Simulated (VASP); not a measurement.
Input of a VASP 6.6.1 run:

File POSCAR:

```
Si7Ge
1.0
    5.3813559642      0.0000000000      0.0000000000
    0.0000000000      5.3813559642      0.0000000000
    0.0000000000      0.0000000000      5.3813559642
Si Ge
7 1
Direct
    0.2524198364      0.2524198364      0.2524198364
    0.0000000000      0.5000000000      0.5000000000
    0.5000000000      0.5000000000      0.0000000000
    0.5000000000      0.0000000000      0.5000000000
    0.7475801636      0.2524198364      0.7475801636
    0.7475801636      0.7475801636      0.2524198364
    0.2524198364      0.7475801636      0.7475801636
    0.0000000000      0.0000000000      0.0000000000
```

File INCAR.step1:

```
ALGO = Normal
EDIFF = 1E-4
ENCUT = 520
GGA = PE
ISMEAR = 0
LASPH = T
LCHARG = F
LREAL = F
LWAVE = T
NBANDS = 31
NELM = 60
PREC = Accurate
SIGMA = 0.02
```

The input INCAR.step2:

```
ALGO = Normal
EDIFF = 1E-6
ENCUT = 520
ISIF = 2
ISMEAR = 0
ISTART = 1
LASPH = T
LCHARG = F
LMIXTAU = T
LREAL = F
LWAVE = F
METAGGA = R2SCAN
NBANDS = 31
NELM = 60
PREC = Accurate
SIGMA = 0.02
```

The input KPOINTS:

```
k-points
0
Gamma
  8 8 8
```

Potentials or basis: VASP PAW PBE potentials, release 64 (Si, Ge_d).

Command:

```bash
$ cat potpaw_PBE.64/Si/POTCAR potpaw_PBE.64/Ge_d/POTCAR > POTCAR
$ cp INCAR.step1 INCAR
$ mpirun -np 1 vasp_std > vasp.out
$ cp INCAR.step2 INCAR
$ mpirun -np 1 vasp_std > vasp.out
```

Task: Estimate the band gap on the k mesh.

Result: 0.50 eV.

Task: Estimate the pressure.

Result: 4.8 GPa.

Task: What does it give for the largest force?

Result: 0.018 eV/Å.

Forces on the atoms (eV/Å):
```
Si   0.010  0.010  0.010
Si   0.000  0.000  0.000
Si   0.000  0.000  0.000
Si   0.000  0.000  0.000
Si  -0.010  0.010 -0.010
Si  -0.010 -0.010  0.010
Si   0.010 -0.010 -0.010
Ge   0.000  0.000  0.000
```

Caveat: the cell stands under pressure; the PAW data sets were made with another functional, which shifts forces and pressure a little. A k mesh can miss the band edges.
